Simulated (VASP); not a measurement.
The system is Pt.

```
Pt
1.0
     0.00000    1.97158    1.97158
     1.97158    0.00000    1.97158
     1.97158    1.97158    0.00000
Pt
1
Cartesian
  0.0000 0.0000 0.0000
```

| Property | Result |
| --- | --- |
| Program | VASP 6.6.1 |
| Task | relaxation of cell and atoms |
| Functional | PBE |
| Potentials or basis | VASP PAW PBE potentials, release 64 (Pt) |
| Cutoff | 600 eV |
| k mesh | 18 × 18 × 18 |
| Occupations | gaussian, width 0.1 eV |
| Spin | no spin polarisation |

At the start: pressure 4.9 GPa; volume 15.33 Å³/atom.

Question: How do energy, volume and symmetry change on relaxing?

Answer: Over 4 steps the energy falls by 4.3 meV/atom and the volume is 15.62 Å³/atom (+1.9 %); space group Fm-3m (No. 225, to 0.1 Å) before and after.

Step by step:
```
step  energy change (eV)  largest force (eV/Å)  pressure (GPa)  volume (Å³)
   1              0.0000                0.0000            4.93        15.33
   2              0.0230                0.0000          -10.64        16.40
   3             -0.0043                0.0000           -0.07        15.62
   4             -0.0043                0.0000            0.02        15.62
```

Final structure:
```cif
data_structure
_symmetry_space_group_name_H-M 'P 1'
_symmetry_Int_Tables_number 1
_cell_length_a 2.8057
_cell_length_b 2.8057
_cell_length_c 2.8057
_cell_angle_alpha 60.000
_cell_angle_beta 60.000
_cell_angle_gamma 60.000
_cell_volume 15.62
loop_
_atom_site_label
_atom_site_type_symbol
_atom_site_fract_x
_atom_site_fract_y
_atom_site_fract_z
_atom_site_occupancy
Pt1 Pt 0.00000 0.00000 0.00000 1
```
